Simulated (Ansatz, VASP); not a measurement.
Ta in VASP and in Ansatz

Contents of POSCAR:

```
Ta
1.0
   -1.6533592789      1.6533592789      1.6533592789
    1.6533592789     -1.6533592789      1.6533592789
    1.6533592789      1.6533592789     -1.6533592789
Ta
1
Direct
    0.0000000000      0.0000000000      0.0000000000
```

File INCAR.step1:

```
ALGO = Normal
EDIFF = 1E-4
ENCUT = 520
GGA = PE
ISMEAR = 1
LASPH = T
LCHARG = F
LREAL = F
LWAVE = T
NBANDS = 12
NELM = 80
PREC = Accurate
SIGMA = 0.6
```

INCAR.step2

```
ALGO = Normal
EDIFF = 1E-6
ENCUT = 520
ISIF = 2
ISMEAR = 1
ISTART = 1
LASPH = T
LCHARG = T
LELF = T
LMIXTAU = T
LREAL = F
LVHAR = T
LWAVE = F
METAGGA = R2SCAN
NBANDS = 12
NELM = 80
PREC = Accurate
SIGMA = 0.6
```

The input KPOINTS:

```
k-points
0
Gamma
  13 13 13
```

Input for Ansatz:

```yaml
crystal:
  lattice:
    - [-1.6533592789, 1.6533592789, 1.6533592789]
    - [1.6533592789, -1.6533592789, 1.6533592789]
    - [1.6533592789, 1.6533592789, -1.6533592789]
  atoms:
    - { symbol: Ta, position: [0.0, 0.0, 0.0] }
hamiltonian:
  xc: r2scan
  pseudopotentials:
    kind: paw
    azcp:
      Ta: "pseudopotentials/Ta.paw.azcp"
basis:
  ecutwfc: 500
  fft_grid_basis: typed
kpoints:
  mp_grid: { grid: [13, 13, 13], shift: [0, 0, 0] }
magnetization:
  spin_polarized: false
scf:
  occupations: { method: methfessel_paxton, width: 0.6 }
  lower_state_search: "off"
output:
  stress: true
```

Alike in both runs: task single point; functional r2SCAN; k mesh 13 × 13 × 13; occupations methfessel-paxton of order 1, width 0.6 eV; no spin polarisation.

|  | VASP | Ansatz |
| --- | --- | --- |
| version | VASP 6.6.1 | Ansatz 0.2.0 |
| potentials or method | VASP PAW PBE potentials, release 64 (Ta_pv), cutoff 520 eV | plane waves (500 eV) with PAW, scalar-relativistic |
| valence electrons in the cell | 11 | 13 |

```tsv
	VASP	Ansatz	Ansatz less VASP
pressure (GPa)	0.3	-0.3	-0.64
```

VASP's potentials were made for PBE, not for r2SCAN. VASP's potentials hold 11 valence electrons a cell and Ansatz's 13, so a difference there can come from the potentials and not from the codes.

Neither program's run includes spin-orbit coupling.
